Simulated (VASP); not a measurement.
# H (P1) in VASP: further runs

Runs on H. Level: PBEsol. Tasks: single point.

Everything below comes from runs of VASP 6.6.1. Logs are shortened: lines on timing, memory, paths and dates and some standing lists are left out, and cuts for length are marked.

## Step 1: The cell of the first run

The typed cell holds 16 atoms: a = 10.356 Å, b = 10.356 Å, c = 10.372 Å, α = 119.91°, β = 119.91°, γ = 90.08°.

## Step 2: Single point, PBEsol

File INCAR:

```
SYSTEM = H
  PREC = Accurate
  ENCUT = 520
  EDIFF = 1E-6
  ISMEAR = -1
  SIGMA = 0.1551
  LREAL = Auto
  LASPH = .TRUE.
  NELM = 60
  ALGO = Normal
  ISIF = 2
  LWAVE = .FALSE.
  LCHARG = .FALSE.
  GGA = PS
  NBANDS = 22
```

File KPOINTS:

```
Automatic mesh
0
Gamma
  2 2 2
  0.5 0.5 0.5
```

File POSCAR:

```
H
1.0
    7.3179899665     -7.3278838611      0.0000000000
    7.3179899665      7.3278838611      0.0000000000
   -7.3179899665      0.0000000000      7.3495262750
H
16
Direct
    0.1504061635      0.8942526959      0.7130494952
    0.7267921892      0.3112012686      0.7235244560
    0.2217397126      0.9334671497      0.2522099970
    0.7552983792      0.5099909980      0.3270843467
    0.5883522186      0.7798770881      0.8375001013
    0.0365536913      0.3935850048      0.9143219234
   -0.0323035884      0.4008471083      0.0893959659
    0.5309314027      0.8154795805      0.1802346097
    0.5508920679      0.8287735189      0.8009523036
    0.1186474972      0.3921426887      0.9627805569
   -0.0218617377      0.3259411271      0.0328535461
    0.4927729239      0.7373010897      0.0922336998
    0.1246605513      0.9611354623      0.7467160188
    0.7118669489      0.2815371211      0.6294643800
    0.2948647568      0.9821387496      0.3500141239
    0.7503869261      0.4523293912      0.3476645847
```

Potentials or basis: VASP PAW PBE potentials, release 64 (H).

Launch:

```bash
cat potpaw_PBE.64/H/POTCAR > POTCAR
mpirun -np 1 vasp_std > vasp.out
```

OUTCAR:

```text
SYSTEM = H
   PREC = Accurate
   ENCUT = 520
   EDIFF = 1E-6
   ISMEAR = -1
   LREAL = Auto
   LASPH = .TRUE.
   NELM = 60
   ISIF = 2
   GGA = PS

 ion  position               nearest neighbor table
   1  0.150  0.894  0.713-  13 0.72
   2  0.727  0.311  0.724-  14 0.79
   3  0.222  0.933  0.252-  15 0.76
   4  0.755  0.510  0.327-  16 0.74
   5  0.588  0.780  0.838-   9 0.77
   6  0.037  0.394  0.914-  10 0.75
[... 8 lines left out ...]
  15  0.295  0.982  0.350-   3 0.76
  16  0.750  0.452  0.348-   4 0.74

  LATTYP: Found a face centered orthorhombic cell.
 ALAT       =    14.6359799330
 B/A-ratio  =     1.0013519962
 C/A-ratio  =     1.0043094222

  Lattice vectors:

 A1 = (   0.0000000000,   7.3278838611,   7.3495262750)
 A2 = (   7.3179899665,   0.0000000000,   7.3495262750)
 A3 = (   7.3179899665,   7.3278838611,   0.0000000000)

Analysis of symmetry for initial positions (statically):
=====================================================================
 Subroutine PRICEL returns:
 Original cell was already a primitive cell.

 Routine SETGRP: Setting up the symmetry group for a
 face centered orthorhombic supercell.

 Subroutine GETGRP returns: Found  1 space group operations
 (whereof  1 operations were pure point group operations)
 out of a pool of  8 trial point group operations.

The static configuration has the point symmetry C_1 .

Analysis of symmetry for dynamics (positions and initial velocities):
=====================================================================
 Subroutine PRICEL returns:
 Original cell was already a primitive cell.

 Routine SETGRP: Setting up the symmetry group for a
 face centered orthorhombic supercell.

 Subroutine GETGRP returns: Found  1 space group operations
 (whereof  1 operations were pure point group operations)
 out of a pool of  8 trial point group operations.

The dynamic configuration has the point symmetry C_1 .

 Subroutine INISYM returns: Found  1 space group operations
 (whereof  1 operations are pure point group operations),
 and found     1 'primitive' translations

----------------------------------------------------------------------------------------

                                     Primitive cell

  volume of cell :     788.2423

  direct lattice vectors                    reciprocal lattice vectors
     7.317989966 -7.327883861  0.000000000     0.068324773 -0.068232522  0.068031596
     7.317989966  7.327883861  0.000000000     0.068324773  0.068232522  0.068031596
    -7.317989966  0.000000000  7.349526275     0.000000000  0.000000000  0.136063191

  length of vectors
    10.356199063 10.356199063 10.371524170     0.118119641  0.118119641  0.136063191

  position of ions in fractional coordinates (direct lattice)
     0.150406164  0.894252696  0.713049495
     0.726792189  0.311201269  0.723524456
     0.221739713  0.933467150  0.252209997
     0.755298379  0.509990998  0.327084347
     0.588352219  0.779877088  0.837500101
     0.036553691  0.393585005  0.914321923
[... 8 lines left out ...]
     0.294864757  0.982138750  0.350014124
     0.750386926  0.452329391  0.347664585

  ion indices of the primitive-cell ions
   primitive index   ion index
                 1           1
                 2           2
                 3           3
                 4           4
                 5           5
                 6           6
[... 8 lines left out ...]
                15          15
                16          16

----------------------------------------------------------------------------------------

 KPOINTS: Automatic mesh

Automatic generation of k-mesh.
 Grid dimensions read from file:
 generate k-points for:    2    2    2

 Generating k-lattice:

  Cartesian coordinates                     Fractional coordinates (reciprocal lattice)
     0.034162386 -0.034116261  0.034015798     0.500000000  0.000000000  0.000000000
     0.034162386  0.034116261  0.034015798     0.000000000  0.500000000  0.000000000
     0.000000000  0.000000000  0.068031596     0.000000000  0.000000000  0.500000000

  Length of vectors
     0.059059821  0.059059821  0.068031596

  Shift w.r.t. Gamma in fractional coordinates (k-lattice)
     0.500000000  0.500000000  0.500000000

 Subroutine IBZKPT returns following result:
 ===========================================

 Found      4 irreducible k-points:

 Following reciprocal coordinates:
            Coordinates               Weight
  0.250000  0.250000  0.250000      2.000000
 -0.250000  0.250000  0.250000      2.000000
 -0.250000  0.250000 -0.250000      2.000000
 -0.250000 -0.250000  0.250000      2.000000
   k-points           NKPTS =      4   k-points in BZ     NKDIM =      4   number of bands    NBANDS=     22
   number of dos      NEDOS =    301   number of ions     NIONS =     16
   total plane-waves  NPLWV = 512000
   dimension x,y,z NGX =    80 NGY =   80 NGZ =   80
   dimension x,y,z NGXF=   160 NGYF=  160 NGZF=  160
   ions per type =              16
   NGX,Y,Z   is equivalent  to a cutoff of  12.84, 12.84, 12.82 a.u.
   NGXF,Y,Z  is equivalent  to a cutoff of  25.68, 25.68, 25.65 a.u.
 SYSTEM =  H
   PREC   = accura    normal or accurate (medium, high low for compatibility)
   ISTART =      0    job   : 0-new  1-cont  2-samecut
   ICHARG =      2    charge: 1-file 2-atom 10-const
   ISPIN  =      1    spin polarized calculation?
   LNONCOLLINEAR =      F non collinear calculations
   LSORBIT =      F    spin-orbit coupling
   LASPH  =      T    aspherical Exc in radial PAW
   ENCUT  =  520.0 eV  38.22 Ry    6.18 a.u.  19.26 19.26 19.28*2*pi/ulx,y,z
   NELM   =     60;   NELMIN=  2; NELMDL= -5     # of ELM steps
   EDIFF  = 0.1E-05   stopping-criterion for ELM
   LREAL  =      T    real-space projection
   EDIFFG = 0.1E-04   stopping-criterion for IOM
   NSW    =      0    number of steps for IOM
   IBRION =     -1    ionic relax: 0-MD 1-quasi-New 2-CG
   NFREE  =      0    steps in history (QN), initial steepest desc. (CG)
   ISIF   =      2    stress and relaxation
   ISYM   =      2    0-nonsym 1-usesym 2-fastsym
   POTIM  = 0.5000    time-step for ionic-motion
   TEBEG  =    0.0;   TEEND  =   0.0 temperature during run
   PSTRESS=    0.0 pullay stress
   NELECT =      16.0000    total number of electrons
   NUPDOWN=      -1.0000    fix difference up-down
   EMIN   =  10.00;   EMAX   =-10.00  energy-range for DOS
   EFERMI =   0.00;   METHOD = LEGACY
   ISMEAR =    -1;   SIGMA  =   0.16  broadening in eV -4-tet -1-fermi 0-gaus
   EFERMI_NEDOS =   21; number of points for ismear=-14 and -15
   IALGO  =     38    algorithm
   IMIX   =      4    mixing-type and parameters
     AMIX     =   0.40;   BMIX     =  1.00
     AMIX_MAG =   1.60;   BMIX_MAG =  1.00
  volume/ion in A,a.u.               =      49.27       332.46
  Fermi-wavevector in a.u.,A,eV,Ry     =   0.446576  0.843905  2.713406  0.199430
  Thomas-Fermi vector in A             =   1.424956
   LORBIT       =      0    0 simple, 1 ext, 2 COOP (PROOUT), +10 PAW based schemes
   GGA     = PS    functional components
   LHFCALC =     F    Hartree Fock is set to
   AEXX    =    0.0000 exact exchange contribution
   IVDW    =     0    specifies the selected vdW correction
   LEPSILON=     F    determine dielectric tensor
   LRPA    =     F    only Hartree local field effects (RPA)
 non-spin polarized calculation
  energy-cutoff  :      520.00
  volume of cell :      788.24
 maximum number of plane-waves:     21269
 NGX is ok and might be reduce to    80
   NGX = 39   NGY = 39   NGZ = 39

 number of electron      15.9999998 magnetization

 Free energy of the ion-electron system (eV)
  ---------------------------------------------------
  ext. energy  EPLUGINS =         0.00000000
  ---------------------------------------------------
  free energy    TOTEN  =       -51.94820330 eV

  energy without entropy =      -51.94820330  energy(sigma->0) =      -51.94820330

 E-fermi :  -5.2791     XC(G=0):  -2.3310

 val. band max:       -8.9749143050   @ k =   0.2500   0.2500   0.2500
 cond. band min:      -0.2262077513   @ k =  -0.2500   0.2500   0.2500
 fundamental gap:      8.7487065537
 Fermi energy:        -5.2791028679

 k-point     1 :       0.2500    0.2500    0.2500
  band No.  band energies     occupation
      1     -10.7193      2.00000
      2      -9.9892      2.00000
      3      -9.9417      2.00000
      4      -9.9088      2.00000
      5      -9.7855      2.00000
      6      -9.7278      2.00000
[... 12 lines left out ...]
     19       1.4385      0.00000
     20       1.6262      0.00000

 k-point     2 :      -0.2500    0.2500    0.2500
  band No.  band energies     occupation
      1     -10.7194      2.00000
      2      -9.9922      2.00000
      3      -9.9341      2.00000
      4      -9.9134      2.00000
      5      -9.7851      2.00000
      6      -9.7276      2.00000
[... 12 lines left out ...]
     19       1.4887      0.00000
     20       1.7321      0.00000

 k-point     3 :      -0.2500    0.2500   -0.2500
  band No.  band energies     occupation
      1     -10.7194      2.00000
      2      -9.9887      2.00000
      3      -9.9416      2.00000
      4      -9.9101      2.00000
      5      -9.7829      2.00000
      6      -9.7310      2.00000
[... 12 lines left out ...]
     19       1.4644      0.00000
     20       1.6739      0.00000

 k-point     4 :      -0.2500   -0.2500    0.2500
  band No.  band energies     occupation
      1     -10.7196      2.00000
      2      -9.9914      2.00000
      3      -9.9348      2.00000
      4      -9.9142      2.00000
      5      -9.7827      2.00000
      6      -9.7309      2.00000
[... 12 lines left out ...]
     19       1.5564      0.00000
     20       1.6553      0.00000
 [bands above 20 left out]

------------------------ aborting loop because EDIFF is reached ----------------------------------------

  FORCE on cell =-STRESS in cart. coord.  units (eV):
  Direction    XX          YY          ZZ          XY          YZ          ZX
  --------------------------------------------------------------------------------------
  -------------------------------------------------------------------------------------
  Total        0.8008047      0.8267132     -0.1145479     -0.0167585      0.4706462      0.0158670
  in kB        1.6277115      1.6803731     -0.2328295     -0.0340633      0.9566331      0.0322513
  external PRESSURE =       1.0250850 kB  Pullay stress =       0.0000000 kB

 VOLUME and BASIS-vectors are now :
 -----------------------------------------------------------------------------
  energy-cutoff  :      520.00
  volume of cell :      788.24
      direct lattice vectors                 reciprocal lattice vectors
     7.317989966 -7.327883861  0.000000000     0.068324773 -0.068232522  0.068031596
     7.317989966  7.327883861  0.000000000     0.068324773  0.068232522  0.068031596
    -7.317989966  0.000000000  7.349526275     0.000000000  0.000000000  0.136063191

 POSITION                                       TOTAL-FORCE (eV/Angst)
 -----------------------------------------------------------------------------------
      2.42671      5.45082      5.24058        -0.097073     -1.185206     -0.430540
      2.30128     -3.04540      5.31756         0.396827     -0.122348     -0.769255
      6.60812      5.21546      1.85362         0.022840     -0.025024      0.087192
      6.86577     -1.79758      2.40392         0.646677      0.412510     -0.159161
      3.88387      1.40347      6.15523         0.193468      0.353196     -0.148118
     -3.54325      2.61628      6.71983         0.103305      0.205188     -0.266952
[... 8 lines left out ...]
      6.78370      5.03626      2.57244        -0.020231      0.022356     -0.086321
      6.25726     -2.18413      2.55517        -0.644076     -0.411910      0.159385
 -----------------------------------------------------------------------------------
    total drift:                                0.000278     -0.000079      0.000159

  FREE ENERGIE OF THE ION-ELECTRON SYSTEM (eV)
  ---------------------------------------------------
  free  energy   TOTEN  =       -51.9482032955 eV

  energy  without entropy=      -51.9482032951  energy(sigma->0) =      -51.94820330
```

It took 6.6 min on 1 thread of Intel Xeon 8259CL, shared host; peak memory 0.84 GiB.

What came out:

```
Free energy            : -51.9482 eV
Pressure               : 0.1 GPa
Largest force          : 1.265 eV/Å
Band gap on the k mesh : 8.75 eV
```

Forces in eV/Å, atoms in the order of the input:
```
H   -0.097 -1.185 -0.431
H    0.397 -0.122 -0.769
H    0.023 -0.025  0.087
H    0.647  0.413 -0.159
H    0.193  0.353 -0.148
H    0.103  0.205 -0.267
H   -0.215  0.141  0.158
H    0.184  0.262  0.579
H   -0.195 -0.351  0.149
H    0.325 -0.340  0.062
H   -0.211 -0.008  0.046
H   -0.185 -0.262 -0.579
H    0.097  1.185  0.430
H   -0.401  0.124  0.768
H   -0.020  0.022 -0.086
H   -0.644 -0.412  0.159
```

Stress tensor (GPa, compression positive):
```
 0.16  0.00  0.00
 0.00  0.17  0.10
 0.00  0.10 -0.02
```

Caveat: the atoms stand as in a frame of molecular dynamics; the PAW data sets were made with another functional, which shifts forces and pressure a little; a shifted mesh leaves out Γ, where band edges can lie. A k mesh can miss the band edges.

## Step 3: Single point, PBEsol

File INCAR:

```
SYSTEM = H
PREC = Accurate ; ENCUT = 520
EDIFF = 1E-6 ; ISMEAR = -1
SIGMA = 0.1551 ; LREAL = Auto
LASPH = .True. ; NELM = 60
ALGO = Normal ; ISIF = 2
LWAVE = .False. ; LCHARG = .False.
GGA = PS ; NBANDS = 22
```

KPOINTS is that of step 2.

File POSCAR:

```
H
1.0
    7.3179899665     -7.3278838611      0.0000000000
    7.3179899665      7.3278838611      0.0000000000
   -7.3179899665      0.0000000000      7.3495262750
H
16
Direct
    0.1161059078      1.0158236333      0.8233676258
    0.7836241840      0.2040152436      0.6486992252
    0.3591755677      0.9595432978      0.3329043136
    0.7845117877      0.4394906263      0.3317641041
    0.4951150257      0.7667511539      0.7734246790
    0.0973882688      0.4690509550      0.9478104764
   -0.1375546354      0.3414182941     -0.0117708267
    0.4871478253      0.7001142191      0.0444970176
    0.5120873404      0.8090700767      0.8703706553
    0.1353753219      0.5309146147      1.0472351158
   -0.1656844581      0.4092273554      0.0272232512
    0.5507950292      0.7679281102      0.1338234552
    0.0755341399      0.9651634140      0.7290245384
    0.7278931166      0.2467327888      0.6780249248
    0.3134282918      0.8799810755      0.2386843634
    0.8650571853      0.4947751160      0.3849170537
```

Potentials or basis: VASP PAW PBE potentials, release 64 (H).

Launch:

```bash
cat potpaw_PBE.64/H/POTCAR > POTCAR
mpirun -np 1 vasp_std > vasp.out
```

It took 6.7 min on 1 thread of Intel Xeon 8259CL, shared host; peak memory 0.84 GiB.

Results (log left out):

```
Free energy            : -51.9687 eV
Pressure               : 0.0 GPa
Largest force          : 2.479 eV/Å
Band gap on the k mesh : 9.05 eV
```

Forces in eV/Å, atoms in the order of the input:
```
H   -0.081  0.264  2.463
H   -0.588  1.382  0.367
H   -0.107 -0.116 -0.322
H   -0.422  0.131 -0.272
H   -0.286  0.204  0.760
H    0.004 -0.055 -0.238
H   -0.005  0.048  0.038
H   -0.513 -0.054 -1.090
H    0.294 -0.202 -0.770
H    0.006  0.053  0.240
H   -0.024 -0.026  0.032
H    0.503  0.053  1.098
H    0.081 -0.263 -2.464
H    0.608 -1.402 -0.437
H    0.107  0.114  0.322
H    0.423 -0.130  0.274
```

Stress tensor (GPa, compression positive):
```
-0.01  0.07  0.13
 0.07 -0.26 -0.06
 0.13 -0.06  0.36
```

Levels at points of the mesh, in eV from the valence-band top:
| k point | band 6 | band 7 | band 8 | band 9 | band 10 | band 11 |
| --- | --- | --- | --- | --- | --- | --- |
| (0.25, 0.25, 0.25) | -0.39 | -0.27 | 0.00 | 9.05 | 9.13 | 9.37 |

Caveat: the atoms stand as in a frame of molecular dynamics; the PAW data sets were made with another functional, which shifts forces and pressure a little; a shifted mesh leaves out Γ, where band edges can lie. A k mesh can miss the band edges.

## Step 4: Single point, PBEsol

File INCAR:

```
PREC = Accurate ; ENCUT = 520
EDIFF = 1E-6 ; ISMEAR = -1
SIGMA = 0.1551 ; LREAL = Auto
LASPH = T ; NELM = 80
ALGO = Normal ; ISIF = 2
LWAVE = F ; LCHARG = F
GGA = PS ; NBANDS = 22
```

KPOINTS is that of step 3.

File POSCAR:

```
H
1.0
    7.3179899665     -7.3278838611      0.0000000000
    7.3179899665      7.3278838611      0.0000000000
   -7.3179899665      0.0000000000      7.3495262750
H
16
Direct
    0.0243101001      1.0641351225      0.7972328802
    0.7481029080      0.1523935487      0.5964542252
    0.4162570341      0.8445947451      0.2489616244
    0.9355850698      0.4556795382      0.4194707094
    0.4253913943      0.8098962600      0.8259159533
    0.2271230584      0.6005623830      1.0252704349
   -0.3366330831      0.4013535039     -0.0064810980
    0.5706498116      0.7149438561      0.0885467955
    0.4526373103      0.7364795544      0.8135611434
    0.1707482186      0.6392535969      1.0418417070
   -0.2866654317      0.3484490281     -0.0095679636
    0.4822681243      0.6688596459      0.0083880236
    0.0869618178      1.0369873820      0.8435366809
    0.8209584767      0.1469000318      0.6697088786
    0.4093830177      0.9261525342      0.2969349205
    0.8529221401      0.4533594484      0.3402250576
```

Launch:

```bash
cat potpaw_PBE.64/H/POTCAR > POTCAR
mpirun -np 1 vasp_std > vasp.out
```

Run time: 7.5 min. Hardware: 1 thread of Intel Xeon 8259CL, shared host; peak memory 0.85 GiB.

Results (log left out):

* Free energy: -51.9822 eV
* Pressure: -0.2 GPa
* Largest force: 1.894 eV/Å
* Band gap on the k mesh: 8.99 eV

Forces on the atoms (eV/Å):
```
H    0.052  0.408 -0.217
H   -0.052 -0.650  0.606
H    0.092  0.180  0.129
H   -0.099  1.343 -1.320
H   -0.222 -0.713 -0.125
H    0.030 -0.255 -0.098
H    0.002  0.160  0.000
H   -0.305  0.184 -0.383
H    0.273  0.754  0.072
H   -0.122  0.223  0.000
H    0.001 -0.152 -0.007
H    0.253 -0.237  0.427
H   -0.052 -0.423  0.221
H    0.051  0.663 -0.609
H    0.001 -0.139 -0.023
H    0.099 -1.348  1.327
```

Stress tensor (GPa, compression positive):
```
-0.03  0.00 -0.04
 0.00 -0.29  0.20
-0.04  0.20 -0.25
```

Levels at points of the mesh, in eV from the valence-band top:
| k point | band 6 | band 7 | band 8 | band 9 | band 10 | band 11 |
| --- | --- | --- | --- | --- | --- | --- |
| (0.25, 0.25, 0.25) | -0.14 | -0.12 | 0.00 | 8.99 | 9.24 | 9.43 |

Caveat: the atoms stand as in a frame of molecular dynamics; the PAW data sets were made with another functional, which shifts forces and pressure a little; a shifted mesh leaves out Γ, where band edges can lie. A k mesh can miss the band edges.

## Step 5: The runs side by side

| cell | gap on the mesh (eV) | pressure (GPa) | largest force (eV/Å) |
| --- | --- | --- | --- |
| as given, atomic positions A | 8.75 | 0.1 | 1.26 |
| as given, atomic positions B | 9.05 | 0.0 | 2.48 |
| as given, atomic positions C | 8.99 | -0.2 | 1.89 |

Alike in all rows: task single point; level PBEsol; potentials or basis VASP PAW PBE potentials, release 64 (H); no spin polarisation; k mesh 2 × 2 × 2, shifted; cutoff (eV) 520; smearing fermi-dirac 0.1551 eV.

Caveats: the atoms stand as in a frame of molecular dynamics; the PAW data sets were made with another functional, which shifts forces and pressure a little; a shifted mesh leaves out Γ, where band edges can lie.

Absolute energies hang on the potentials; compare differences alone.
